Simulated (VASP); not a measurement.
**Cu: single point with PBEsol**

The system is Cu.

```
CELL_PARAMETERS angstrom
0.00000 2.40801 2.40801
2.40801 0.00000 2.40801
2.40801 2.40801 0.00000
ATOMIC_POSITIONS crystal
Cu 0.87500 0.87500 0.87500
Cu 0.12500 0.12500 0.12500
```

This cell differs from its parent crystal: volume scaled by 0.78.

```json
{
  "Program": "VASP 6.6.1",
  "Task": "single point",
  "Functional": "PBEsol",
  "Potentials or basis": "VASP PAW PBE potentials, release 64 (Cu)",
  "Cutoff": "600 eV",
  "k mesh": "14 × 14 × 14",
  "Occupations": "fermi-dirac, width 0.1 eV",
  "Spin": "no spin polarisation",
  "Dipole correction": "no",
  "Further INCAR settings": "ALGO = Normal; EDIFF = 1e-06; NBANDS = 18"
}
```

- Pressure: 31.3 GPa
- Band gap on the k mesh: zero (band 11 reaches 6.43 eV, above the bottom of band 12 at 5.33 eV)

Levels at points of the mesh, in eV from the Fermi level:
| k point | band 9 | band 10 | band 11 | band 12 | band 13 | band 14 |
| --- | --- | --- | --- | --- | --- | --- |
| (0.00, 0.00, 0.00) | -2.57 | -1.48 | -1.48 | 12.18 | 12.18 | 12.18 |
| (0.50, 0.00, 0.00) | -2.20 | -1.64 | -1.64 | -0.27 | 8.63 | 8.63 |
| (0.50, 0.50, 0.00) | -1.50 | -1.50 | 0.31 | 0.31 | 4.01 | 4.01 |

It took 46 s on 1 thread of Intel(R) Xeon(R) Platinum 8488C (Sapphire Rapids), on a shared host, peak memory 0.18 GiB.

Caveat: the PAW data sets were made with another functional, which shifts forces and pressure a little.
